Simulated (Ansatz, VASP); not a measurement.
## InAs: VASP beside Ansatz

INCAR

```
SYSTEM = InAs
ALGO = Normal ; EDIFF = 1E-6
ENCUT = 500 ; GGA = PE
GGA_COMPAT = .FALSE. ; ISIF = 2
ISMEAR = -1 ; LASPH = .TRUE.
LCHARG = .TRUE. ; LELF = .TRUE.
LREAL = .FALSE. ; LVHAR = .TRUE.
LWAVE = .FALSE. ; NBANDS = 16
NELM = 120 ; PREC = Accurate
SIGMA = 0.05
```

File KPOINTS:

```
k-points
0
G
  5 5 5
  0 0 0
```

File POSCAR:

```
InAs
1.0
    0.0000000000      3.0180000000      3.0180000000
    3.0180000000      0.0000000000      3.0180000000
    3.0180000000      3.0180000000      0.0000000000
In As
1 1
Direct
    0.0000000000      0.0000000000      0.0000000000
    0.7500000000      0.7500000000      0.7500000000
```

Contents of input.yaml:

```yaml
crystal:
  lattice:
    - [0.0, 3.018, 3.018]
    - [3.018, 0.0, 3.018]
    - [3.018, 3.018, 0.0]
  atoms:
    - { symbol: In, position: [0.0, 0.0, 0.0] }
    - { symbol: As, position: [0.75, 0.75, 0.75] }
hamiltonian:
  xc: pbe
  pseudopotentials: { kind: paw }
kpoints:
  mp_grid: { grid: [5, 5, 5] }
scf:
  occupations: { method: fermi_dirac, width: 0.05 }
output:
  forces: true
  stress: true
  eigenvalues: true
```

Alike in both runs: task single point; functional PBE; k mesh 5 × 5 × 5; occupations fermi-dirac, width 0.05 eV; no spin polarisation.

|  | VASP | Ansatz |
| --- | --- | --- |
| version | VASP 6.6.1 | Ansatz 0.2.0 |
| potentials or method | VASP PAW PBE potentials, release 64 (In_d, As) | Ansatz PAW |
| plane-wave cutoff (eV) | 500 | 420 |
| valence electrons in the cell | 18 | 28 |

Ansatz gave:

```
gap on the k mesh at the Fermi level (eV) : none
pressure (GPa)                            : 4.5
```

**Question.** Which values does VASP return?

**Answer.** gap on the k mesh at the Fermi level (eV): none; pressure (GPa): 4.6.

A gap of «none» marks a metal or a gap that the smearing closes. VASP's potentials hold 18 valence electrons a cell and Ansatz's 28, so a difference there can come from the potentials and not from the codes.

The k mesh is coarse, so the values compare programs but aren't converged.
